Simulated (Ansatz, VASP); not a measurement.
# ScAl4N: VASP beside Ansatz

```
Sc Al N
1.0
     0.00000    3.70410    3.70410
     3.70410    0.00000    3.70410
     3.70410    3.70410    0.00000
Sc Al N
1 4 1
Cartesian
  1.8521 1.8521 1.8521
  6.4917 4.6206 4.6206
  4.6206 4.6206 6.4917
  4.6206 6.4917 4.6206
  6.4917 6.4917 6.4917
  3.7041 3.7041 3.7041
```

Change from the starting cell: species swapped into the LaCeRh4 type (F-43m, No. 216).

Alike in both runs: functional PBE; k mesh 4 × 4 × 4; occupations gaussian, width 0.1 eV; no spin polarisation.

Ansatz relaxed the structure, and its values are those at the end. VASP's run is a single point on that final structure, the one shown.

|  | VASP | Ansatz |
| --- | --- | --- |
| version | VASP 6.6.1 | Ansatz 0.2.0 |
| potentials or method | VASP PAW PBE potentials, release 64 (Sc_sv, Al, N), cutoff 520 eV | scalar-relativistic, plane waves, PAW |
| valence electrons in the cell | 28 | 28 |

|  | VASP | Ansatz | Ansatz less VASP |
| --- | --- | --- | --- |
| gap on the k mesh at the Fermi level (eV) | none | none | - |
| pressure (GPa) | 0.0 | 0.0 | 0.00 |

A gap of «none» marks a metal or a gap that the smearing closes.

The k mesh is coarse, so the values compare programs but aren't converged.
